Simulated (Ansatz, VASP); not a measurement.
Ga in VASP and in Ansatz

Contents of INCAR:

```
  PREC = Accurate
  ENCUT = 520
  EDIFF = 1E-6
  ISMEAR = -1
  SIGMA = 0.05
  LREAL = F
  LASPH = T
  NELM = 60
  ALGO = Fast
  ISIF = 2
  LWAVE = F
  LCHARG = T
  GGA = CA
  LELF = T
  LVHAR = T
  NBANDS = 34
```

KPOINTS

```
regular mesh
0
Gamma
  7 7 6
```

POSCAR

```
Ga
1.0
    3.8169566100     -2.3266295500      0.0000000000
    3.8169566100      2.3266295500      0.0000000000
    0.0000000000      0.0000000000      4.4882540000
Ga
4
Direct
    0.6655504900      0.0096853900      0.2500000000
    0.0096853900      0.6655504900      0.7500000000
    0.3344495100      0.9903146100      0.7500000000
    0.9903146100      0.3344495100      0.2500000000
```

The input input.yaml:

```yaml
crystal:
  lattice:
    - [3.81695661, -2.32662955, 0.0]
    - [3.81695661, 2.32662955, 0.0]
    - [0.0, 0.0, 4.488254]
  atoms:
    - { symbol: Ga, position: [0.66555049, 0.00968539, 0.25] }
    - { symbol: Ga, position: [0.00968539, 0.66555049, 0.75] }
    - { symbol: Ga, position: [0.33444951, 0.99031461, 0.75] }
    - { symbol: Ga, position: [0.99031461, 0.33444951, 0.25] }
kpoints:
  mp_grid: { grid: [7, 7, 6] }
  band_path:
    path:
      - [0.0, 0.0, 0.0]
      - [0.3428880919, -0.3428880919, 0.0]
      - [0.0, -0.5, 0.0]
      - [0.0, -0.5, -0.5]
      - [0.3428880919, -0.3428880919, -0.5]
      - [0.0, 0.0, -0.5]
      - [0.0, 0.0, 0.0]
      - [-0.5, -0.5, 0.0]
    npoints: 12
scf:
  occupations: { method: fermi_dirac, width: 0.05 }
hamiltonian:
  xc: lda
  pseudopotentials: { kind: all_electron, lapw: { basis_error: 0.002 } }
output:
  forces: true
  stress: true
  eigenvalues: true
```

Alike in both runs: functional LDA; k mesh 7 × 7 × 6; occupations fermi-dirac, width 0.05 eV; no spin polarisation.

|  | VASP | Ansatz |
| --- | --- | --- |
| version | VASP 6.6.1 | Ansatz 0.2.0 |
| potentials or method | VASP PAW LDA potentials, release 64 (Ga_d), cutoff 520 eV | all-electron LAPW, scalar-relativistic |
| task | single point | band structure |

```tsv
	VASP	Ansatz	Ansatz less VASP
gap on the k mesh at the Fermi level (eV)	none	none	-
pressure (GPa)	-2.2	-2.2	0.00
traceless stress, the component that is largest in VASP (GPa)	0.32	0.29	-0.038
rms of the force components (eV/Å)	0.025	0.025	-0.0002
```

LDA's correlation is that of Perdew and Zunger in VASP and of Perdew and Wang (1992) in Ansatz. Atom by atom the forces differ by 0.001 eV/Å (rms over components). A gap of «none» marks a metal or a gap that the smearing closes. Ansatz ran all-electron here, and VASP with PAW potentials.
